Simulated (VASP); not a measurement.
# Pr3Mo (Pm-3m) in VASP: notebook

Pr3Mo is run at these levels: PBE; tasks: single point, relaxation of cell and atoms.

Program: VASP 6.6.1. These are calculated values, not measurements. Logs are shortened: lines on timing, memory, paths and dates and some standing lists are left out, and cuts for length are marked.

## Step 1: The cell of the first run

The structure is cubic, space group Pm-3m (No. 221). Conventional cell: a = 4.877 Å, b = 4.877 Å, c = 4.877 Å, α = 90.00°, β = 90.00°, γ = 90.00°. Within 4.5 Å of Pr (site symmetry 4/mmm) lie 8 Pr at 3.45 Å and 4 Mo at 3.45 Å. Within 4.5 Å of Mo (site symmetry m-3m) lie 12 Pr at 3.45 Å.

The cell was generated, and may not be a known phase.

## Step 2: Single point, PBE

Input file INCAR:

```
SYSTEM = Pr3Mo
PREC = Accurate
ENCUT = 500
EDIFF = 1E-6
ISMEAR = 0
SIGMA = 0.1
LREAL = .FALSE.
LASPH = .TRUE.
NELM = 200
ALGO = Normal
ISIF = 2
LWAVE = .FALSE.
LCHARG = .FALSE.
GGA = PE
NBANDS = 32
GGA_COMPAT = .FALSE.
LMAXMIX = 6
```

Input file KPOINTS:

```
regular mesh
0
G
  4 4 4
  0 0 0
```

Input file POSCAR:

```
Pr3Mo
1.0
    4.8771091314      0.0000000000      0.0000000000
    0.0000000000      4.8771091314      0.0000000000
    0.0000000000      0.0000000000      4.8771091314
Pr Mo
3 1
Direct
    0.0000000000      0.5000000000      0.5000000000
    0.5000000000      0.0000000000      0.5000000000
    0.5000000000      0.5000000000      0.0000000000
    0.0000000000      0.0000000000      0.0000000000
```

Potentials or basis: VASP PAW PBE potentials, release 64 (Pr_3, Mo_sv), 4f in core.

Launch:

```console
> cat potpaw_PBE.64/Pr_3/POTCAR potpaw_PBE.64/Mo_sv/POTCAR > POTCAR
> mpirun -np 1 vasp_std > vasp.out
```

OUTCAR:

```text
SYSTEM = Pr3Mo
   PREC = Accurate
   ENCUT = 500
   EDIFF = 1E-6
   ISMEAR = 0
   LREAL = .FALSE.
   LASPH = .TRUE.
   NELM = 200
   ISIF = 2
   GGA = PE

 ion  position               nearest neighbor table
   1  0.000  0.500  0.500-   2 3.45   3 3.45   4 3.45   3 3.45   4 3.45   2 3.45   4 3.45   4 3.45
                             2 3.45   3 3.45   3 3.45   2 3.45
   2  0.500  0.000  0.500-   1 3.45   3 3.45   4 3.45   3 3.45   4 3.45   1 3.45   3 3.45   3 3.45
                             1 3.45   4 3.45   4 3.45   1 3.45
   3  0.500  0.500  0.000-   1 3.45   2 3.45   4 3.45   1 3.45   2 3.45   2 3.45   4 3.45   2 3.45
                             1 3.45   4 3.45   1 3.45   4 3.45
   4  0.000  0.000  0.000-   1 3.45   2 3.45   3 3.45   1 3.45   2 3.45   1 3.45   3 3.45   1 3.45
                             2 3.45   3 3.45   2 3.45   3 3.45

  LATTYP: Found a simple cubic cell.
 ALAT       =     4.8771091314

  Lattice vectors:

 A1 = (   4.8771091314,   0.0000000000,   0.0000000000)
 A2 = (   0.0000000000,   4.8771091314,   0.0000000000)
 A3 = (   0.0000000000,   0.0000000000,   4.8771091314)

Analysis of symmetry for initial positions (statically):
=====================================================================
 Subroutine PRICEL returns:
 Original cell was already a primitive cell.

 Routine SETGRP: Setting up the symmetry group for a
 simple cubic supercell.

 Subroutine GETGRP returns: Found 48 space group operations
 (whereof 48 operations were pure point group operations)
 out of a pool of 48 trial point group operations.

The static configuration has the point symmetry O_h .

Analysis of symmetry for dynamics (positions and initial velocities):
=====================================================================
 Subroutine PRICEL returns:
 Original cell was already a primitive cell.

 Routine SETGRP: Setting up the symmetry group for a
 simple cubic supercell.

 Subroutine GETGRP returns: Found 48 space group operations
 (whereof 48 operations were pure point group operations)
 out of a pool of 48 trial point group operations.

The dynamic configuration has the point symmetry O_h .

 Subroutine INISYM returns: Found 48 space group operations
 (whereof 48 operations are pure point group operations),
 and found     1 'primitive' translations

----------------------------------------------------------------------------------------

                                     Primitive cell

  volume of cell :     116.0079

  direct lattice vectors                    reciprocal lattice vectors
     4.877109131  0.000000000  0.000000000     0.205039496  0.000000000  0.000000000
     0.000000000  4.877109131  0.000000000     0.000000000  0.205039496  0.000000000
     0.000000000  0.000000000  4.877109131     0.000000000  0.000000000  0.205039496

  length of vectors
     4.877109131  4.877109131  4.877109131     0.205039496  0.205039496  0.205039496

  position of ions in fractional coordinates (direct lattice)
     0.000000000  0.500000000  0.500000000
     0.500000000  0.000000000  0.500000000
     0.500000000  0.500000000  0.000000000
     0.000000000  0.000000000  0.000000000

  ion indices of the primitive-cell ions
   primitive index   ion index
                 1           1
                 2           2
                 3           3
                 4           4

----------------------------------------------------------------------------------------

 KPOINTS: regular mesh

Automatic generation of k-mesh.
 Grid dimensions read from file:
 generate k-points for:    4    4    4

 Generating k-lattice:

  Cartesian coordinates                     Fractional coordinates (reciprocal lattice)
     0.051259874  0.000000000  0.000000000     0.250000000  0.000000000  0.000000000
     0.000000000  0.051259874  0.000000000     0.000000000  0.250000000  0.000000000
     0.000000000  0.000000000  0.051259874     0.000000000  0.000000000  0.250000000

  Length of vectors
     0.051259874  0.051259874  0.051259874

  Shift w.r.t. Gamma in fractional coordinates (k-lattice)
     0.000000000  0.000000000  0.000000000

 Subroutine IBZKPT returns following result:
 ===========================================

 Found     10 irreducible k-points:

 Following reciprocal coordinates:
            Coordinates               Weight
  0.000000  0.000000  0.000000      1.000000
  0.250000  0.000000  0.000000      6.000000
  0.500000  0.000000  0.000000      3.000000
  0.250000  0.250000  0.000000     12.000000
  0.500000  0.250000  0.000000     12.000000
  0.500000  0.500000  0.000000      3.000000
  0.250000  0.250000  0.250000      8.000000
  0.500000  0.250000  0.250000     12.000000
  0.500000  0.500000  0.250000      6.000000
  0.500000  0.500000  0.500000      1.000000
   k-points           NKPTS =     10   k-points in BZ     NKDIM =     10   number of bands    NBANDS=     32
   number of dos      NEDOS =    301   number of ions     NIONS =      4
   total plane-waves  NPLWV =  46656
   dimension x,y,z NGX =    36 NGY =   36 NGZ =   36
   dimension x,y,z NGXF=    72 NGYF=   72 NGZF=   72
   ions per type =               3   1
   NGX,Y,Z   is equivalent  to a cutoff of  12.27, 12.27, 12.27 a.u.
   NGXF,Y,Z  is equivalent  to a cutoff of  24.54, 24.54, 24.54 a.u.
 SYSTEM =  Pr3Mo
   PREC   = accura    normal or accurate (medium, high low for compatibility)
   ISTART =      0    job   : 0-new  1-cont  2-samecut
   ICHARG =      2    charge: 1-file 2-atom 10-const
   ISPIN  =      1    spin polarized calculation?
   LNONCOLLINEAR =      F non collinear calculations
   LSORBIT =      F    spin-orbit coupling
   LASPH  =      T    aspherical Exc in radial PAW
   ENCUT  =  500.0 eV  36.75 Ry    6.06 a.u.   8.89  8.89  8.89*2*pi/ulx,y,z
   NELM   =    200;   NELMIN=  2; NELMDL= -5     # of ELM steps
   EDIFF  = 0.1E-05   stopping-criterion for ELM
   LREAL  =      F    real-space projection
   EDIFFG = 0.1E-04   stopping-criterion for IOM
   NSW    =      0    number of steps for IOM
   IBRION =     -1    ionic relax: 0-MD 1-quasi-New 2-CG
   NFREE  =      0    steps in history (QN), initial steepest desc. (CG)
   ISIF   =      2    stress and relaxation
   ISYM   =      2    0-nonsym 1-usesym 2-fastsym
   POTIM  = 0.5000    time-step for ionic-motion
   TEBEG  =    0.0;   TEEND  =   0.0 temperature during run
   PSTRESS=    0.0 pullay stress
   NELECT =      47.0000    total number of electrons
   NUPDOWN=      -1.0000    fix difference up-down
   EMIN   =  10.00;   EMAX   =-10.00  energy-range for DOS
   EFERMI =   0.00;   METHOD = LEGACY
   ISMEAR =     0;   SIGMA  =   0.10  broadening in eV -4-tet -1-fermi 0-gaus
   EFERMI_NEDOS =   21; number of points for ismear=-14 and -15
   IALGO  =     38    algorithm
   IMIX   =      4    mixing-type and parameters
     AMIX     =   0.40;   BMIX     =  1.00
     AMIX_MAG =   1.60;   BMIX_MAG =  1.00
  volume/ion in A,a.u.               =      29.00       195.71
  Fermi-wavevector in a.u.,A,eV,Ry     =   1.211374  2.289165 19.965562  1.467427
  Thomas-Fermi vector in A             =   2.346892
   LORBIT       =      0    0 simple, 1 ext, 2 COOP (PROOUT), +10 PAW based schemes
   GGA     = PE    functional components
   LHFCALC =     F    Hartree Fock is set to
   AEXX    =    0.0000 exact exchange contribution
   IVDW    =     0    specifies the selected vdW correction
   LEPSILON=     F    determine dielectric tensor
   LRPA    =     F    only Hartree local field effects (RPA)
 non-spin polarized calculation
 Gauss-broadening in eV      SIGMA  =   0.10
  energy-cutoff  :      500.00
  volume of cell :      116.01
 maximum number of plane-waves:      3016
 NGX is ok and might be reduce to    36
   NGX = 17   NGY = 17   NGZ = 17

 number of electron      46.9999998 magnetization

 Free energy of the ion-electron system (eV)
  ---------------------------------------------------
  ext. energy  EPLUGINS =         0.00000000
  ---------------------------------------------------
  free energy    TOTEN  =       -22.91268567 eV

  energy without entropy =      -22.87326195  energy(sigma->0) =      -22.89297381

 E-fermi :   4.9809     XC(G=0): -10.4440

 val. band max:        4.9632731941   @ k =   0.5000   0.2500   0.0000
 cond. band min:       5.0439620836   @ k =   0.5000   0.5000   0.2500
 fundamental gap:      0.0806888894
 Fermi energy:         4.9808660319

 k-point     1 :       0.0000    0.0000    0.0000
  band No.  band energies     occupation
      1     -55.5354      2.00000
      2     -31.3156      2.00000
      3     -31.0013      2.00000
      4     -31.0013      2.00000
      5     -29.6048      2.00000
      6     -29.6048      2.00000
[... 24 lines left out ...]
     31       8.7880      0.00000
     32       9.8580      0.00000

 k-point     2 :       0.2500    0.0000    0.0000
  band No.  band energies     occupation
      1     -55.5354      2.00000
      2     -31.2781      2.00000
      3     -31.0428      2.00000
      4     -31.0006      2.00000
      5     -29.6047      2.00000
      6     -29.6047      2.00000
[... 24 lines left out ...]
     31       7.8710      0.00000
     32       8.9876      0.00000

 k-point     3 :       0.5000    0.0000    0.0000
  band No.  band energies     occupation
      1     -55.5354      2.00000
      2     -31.2176      2.00000
      3     -31.1073      2.00000
      4     -31.0000      2.00000
      5     -29.6045      2.00000
      6     -29.6045      2.00000
[... 24 lines left out ...]
     31       7.3486      0.00000
     32       8.0091      0.00000

 k-point     4 :       0.2500    0.2500    0.0000
  band No.  band energies     occupation
      1     -55.5354      2.00000
      2     -31.2437      2.00000
      3     -31.0555      2.00000
      4     -31.0238      2.00000
      5     -29.6045      2.00000
      6     -29.6034      2.00000
[... 24 lines left out ...]
     31       8.0438      0.00000
     32       8.4352      0.00000

 k-point     5 :       0.5000    0.2500    0.0000
  band No.  band energies     occupation
      1     -55.5354      2.00000
      2     -31.1852      2.00000
      3     -31.1080      2.00000
      4     -31.0312      2.00000
      5     -29.6044      2.00000
      6     -29.6034      2.00000
[... 24 lines left out ...]
     31       7.7308      0.00000
     32       7.8048      0.00000

 k-point     6 :       0.5000    0.5000    0.0000
  band No.  band energies     occupation
      1     -55.5354      2.00000
      2     -31.1086      2.00000
      3     -31.1086      2.00000
      4     -31.1065      2.00000
      5     -29.6043      2.00000
      6     -29.6022      2.00000
[... 24 lines left out ...]
     31       7.4348      0.00000
     32       7.6349      0.00000

 k-point     7 :       0.2500    0.2500    0.2500
  band No.  band energies     occupation
      1     -55.5354      2.00000
      2     -31.2141      2.00000
      3     -31.0540      2.00000
      4     -31.0540      2.00000
      5     -29.6044      2.00000
      6     -29.6044      2.00000
[... 24 lines left out ...]
     31       6.9057      0.00000
     32       8.3844      0.00000

 k-point     8 :       0.5000    0.2500    0.2500
  band No.  band energies     occupation
      1     -55.5354      2.00000
      2     -31.1615      2.00000
      3     -31.1072      2.00000
      4     -31.0525      2.00000
      5     -29.6053      2.00000
      6     -29.6032      2.00000
[... 24 lines left out ...]
     31       6.5257      0.00000
     32       7.7213      0.00000

 k-point     9 :       0.5000    0.5000    0.2500
  band No.  band energies     occupation
      1     -55.5354      2.00000
      2     -31.1064      2.00000
      3     -31.1064      2.00000
      4     -31.1053      2.00000
      5     -29.6052      2.00000
      6     -29.6042      2.00000
[... 24 lines left out ...]
     31       6.8667      0.00000
     32       6.8667      0.00000

 k-point    10 :       0.5000    0.5000    0.5000
  band No.  band energies     occupation
      1     -55.5354      2.00000
      2     -31.1041      2.00000
      3     -31.1041      2.00000
      4     -31.1041      2.00000
      5     -29.6061      2.00000
      6     -29.6061      2.00000
[... 24 lines left out ...]
     31       7.0667      0.00000
     32       8.0474      0.00000

------------------------ aborting loop because EDIFF is reached ----------------------------------------

  FORCE on cell =-STRESS in cart. coord.  units (eV):
  Direction    XX          YY          ZZ          XY          YZ          ZX
  --------------------------------------------------------------------------------------
  -------------------------------------------------------------------------------------
  Total       -0.1272443     -0.1272443     -0.1272443     -0.0000000      0.0000000     -0.0000000
  in kB       -1.7573627     -1.7573627     -1.7573627     -0.0000000      0.0000000     -0.0000000
  external PRESSURE =      -1.7573627 kB  Pullay stress =       0.0000000 kB

 VOLUME and BASIS-vectors are now :
 -----------------------------------------------------------------------------
  energy-cutoff  :      500.00
  volume of cell :      116.01
      direct lattice vectors                 reciprocal lattice vectors
     4.877109131  0.000000000  0.000000000     0.205039496  0.000000000  0.000000000
     0.000000000  4.877109131  0.000000000     0.000000000  0.205039496  0.000000000
     0.000000000  0.000000000  4.877109131     0.000000000  0.000000000  0.205039496

 POSITION                                       TOTAL-FORCE (eV/Angst)
 -----------------------------------------------------------------------------------
      0.00000      2.43855      2.43855         0.000000      0.000000      0.000000
      2.43855      0.00000      2.43855         0.000000      0.000000      0.000000
      2.43855      2.43855      0.00000         0.000000      0.000000      0.000000
      0.00000      0.00000      0.00000         0.000000      0.000000      0.000000
 -----------------------------------------------------------------------------------
    total drift:                                0.000000      0.000000      0.000000

  FREE ENERGIE OF THE ION-ELECTRON SYSTEM (eV)
  ---------------------------------------------------
  free  energy   TOTEN  =       -22.9126856738 eV

  energy  without entropy=      -22.8732619493  energy(sigma->0) =      -22.89297381
```

It took 22 s on 1 thread of AMD EPYC 9R45 (Zen 5), shared host; peak memory 0.19 GiB.

Results:

```yaml
Free_energy: -22.9127 eV
Pressure: -0.2 GPa
Band_gap_on_the_k_mesh: zero (an odd number of electrons rules out a gap without spin polarisation)
```

Levels at points of the mesh, in eV from the Fermi level:
```csv
k point,band 20,band 21,band 22,band 23,band 24,band 25,band 26,band 27
"(0.00, 0.00, 0.00)",-2.43,-2.02,-2.02,-2.02,0.70,0.70,0.70,2.39
"(0.50, 0.00, 0.00)",-1.28,-1.13,-0.64,-0.32,-0.32,0.07,0.07,0.18
"(0.50, 0.50, 0.00)",-0.81,-0.51,-0.43,-0.39,-0.39,0.17,0.21,0.21
"(0.50, 0.50, 0.50)",-2.20,-0.12,-0.12,0.40,0.40,0.40,1.40,1.40
```

Caveat: spin-orbit coupling is left out, which moves the levels of the heavy elements; the 4f electrons are frozen in the core, so they carry no moment and show no levels. Spin polarisation is off, so any magnetic state and its effect on volume and gap are missing.

(Continued in part 2 of 3.)

The gap in the log of VASP goes by the Fermi energy; the results here count the filled bands.